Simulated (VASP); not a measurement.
A run of VASP 6.6.1 is set up as follows.

Contents of INCAR:

```
PREC = Accurate
ENCUT = 520
EDIFF = 1E-6
ISMEAR = 0
SIGMA = 0.01
LREAL = F
LASPH = T
NELM = 100
ALGO = Normal
ISIF = 2
LWAVE = F
LCHARG = F
GGA = PE
NBANDS = 24
```

Contents of KPOINTS:

```
Automatic mesh
0
Gamma
  6 6 6
```

The input POSCAR:

```
KMgF3
1.0
    4.0541864187      0.0000000000      0.0000000000
    0.0000000000      4.0541864187      0.0000000000
    0.0000000000      0.0000000000      4.0541864187
K Mg F
1 1 3
Direct
    0.5000000000      0.5000000000      0.5000000000
    0.0000000000      0.0000000000      0.0000000000
    0.5000000000      0.0000000000      0.0000000000
    0.0000000000      0.5000000000      0.0000000000
    0.0000000000      0.0000000000      0.5000000000
```

Potentials or basis: VASP PAW PBE potentials, release 64 (K_sv, Mg, F).

Run with:

```bash
$ cat potpaw_PBE.64/K_sv/POTCAR potpaw_PBE.64/Mg/POTCAR potpaw_PBE.64/F/POTCAR > POTCAR
$ mpirun -np 1 vasp_std > vasp.out
```

(1) Estimate the pressure.

(2) What does it give for the band gap on the k mesh?

Results:

(1) -0.4 GPa.

(2) 6.93 eV, indirect (least direct gap 7.25 eV).
